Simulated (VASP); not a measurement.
The system is MgO.

```
Mg O
1.0
     0.00000    2.09700    2.09700
     2.09700    0.00000    2.09700
     2.09700    2.09700    0.00000
Mg O
1 1
Direct
  0.00000 0.00000 0.00000
  0.50000 0.50000 0.50000
```

Program: VASP 6.6.1. Alike in all runs: potentials or basis VASP PAW PBE potentials, release 64 (Mg, O); no spin polarisation; cell as given.

Task: Order these runs on this cell by their band gap on the k mesh, lowest first.
A. level TB-mBJ; k mesh 14 × 14 × 14; cutoff (eV) 640; smearing gaussian 0.03 eV; tolerance level standard; purpose bands
B. level PBE0+D3(BJ); k mesh 6 × 6 × 6; cutoff (eV) 520; smearing methfessel-paxton 0.05 eV; dipole correction no; grid for exact exchange (PRECFOCK) Normal; share of exact exchange 0.25
C. level HSE06; k mesh 6 × 6 × 6; cutoff (eV) 520; smearing fermi-dirac 0.05 eV; dipole correction no; grid for exact exchange (PRECFOCK) Normal; share of exact exchange 0.25

Result: C (6.58 eV), A (6.91 eV), B (7.32 eV).

Caveats: some runs use coarse meshes; three body term missing (at least some runs).

